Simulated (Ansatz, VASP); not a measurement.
This is a calculation of MgB2 for Ansatz 0.2.0.

Contents of input.yaml:

```yaml
crystal:
  lattice:
    - [3.085, 0.0, 0.0]
    - [-1.5425, 2.6716883707, 0.0]
    - [0.0, 0.0, 3.523]
  atoms:
    - { symbol: Mg, position: [0.0, 0.0, 0.0] }
    - { symbol: B, position: [0.6666666667, 0.3333333333, 0.5] }
    - { symbol: B, position: [0.3333333333, 0.6666666667, 0.5] }
hamiltonian:
  xc: pbesol
  pseudopotentials: { kind: paw }
  dispersion: d3bj
kpoints:
  mp_grid: { grid: [10, 10, 8] }
scf:
  occupations: { method: fermi_dirac, width: 0.05 }
output:
  forces: true
  stress: true
  eigenvalues: true
```

Potentials or basis: Ansatz PAW.

Command:

```bash
$ ansatz run input.yaml --threads 2 --pin off --max-ram 5120MiB --backend cpu --events-out ev --progress --plain --runs-dir out
```

Q: Set up the same calculation for VASP 6.6.1. Potentials there: VASP PAW PBE potentials, release 64 (Mg, B).

A: As run (the cutoff follows the program's own potentials):

The input INCAR:

```
SYSTEM = MgB2
ALGO = Normal ; EDIFF = 1E-6
ENCUT = 520 ; GGA = PS
ISIF = 2 ; ISMEAR = -1
IVDW = 12 ; LASPH = .TRUE.
LCHARG = .TRUE. ; LELF = .TRUE.
LREAL = .FALSE. ; LVHAR = .TRUE.
LWAVE = .FALSE. ; NBANDS = 11
NELM = 100 ; PREC = Accurate
SIGMA = 0.05
```

Contents of KPOINTS:

```
k-points
0
G
  10 10 8
  0 0 0
```

The input POSCAR:

```
MgB2
1.0
    3.0850000000      0.0000000000      0.0000000000
   -1.5425000000      2.6716883707      0.0000000000
    0.0000000000      0.0000000000      3.5230000000
Mg B
1 2
Direct
    0.0000000000      0.0000000000      0.0000000000
    0.6666666667      0.3333333333      0.5000000000
    0.3333333333      0.6666666667      0.5000000000
```

Potentials or basis: VASP PAW PBE potentials, release 64 (Mg, B).

Command:

```bash
$ cat potpaw_PBE.64/Mg/POTCAR potpaw_PBE.64/B/POTCAR > POTCAR
$ mpirun -np 1 vasp_std > vasp.out
```

Both were run:

|  | VASP | Ansatz | Ansatz less VASP |
| --- | --- | --- | --- |
| gap on the k mesh at the Fermi level (eV) | none | none | - |
| pressure (GPa) | -7.0 | -7.0 | +0.02 |
| traceless stress, the component that is largest in VASP (GPa) | -0.24 | -0.10 | +0.139 |

VASP's potentials were made for PBE, not for PBEsol. A gap of «none» marks a metal or a gap that the smearing closes. VASP's potentials hold 8 valence electrons a cell and Ansatz's 16, so a difference there can come from the potentials and not from the codes.
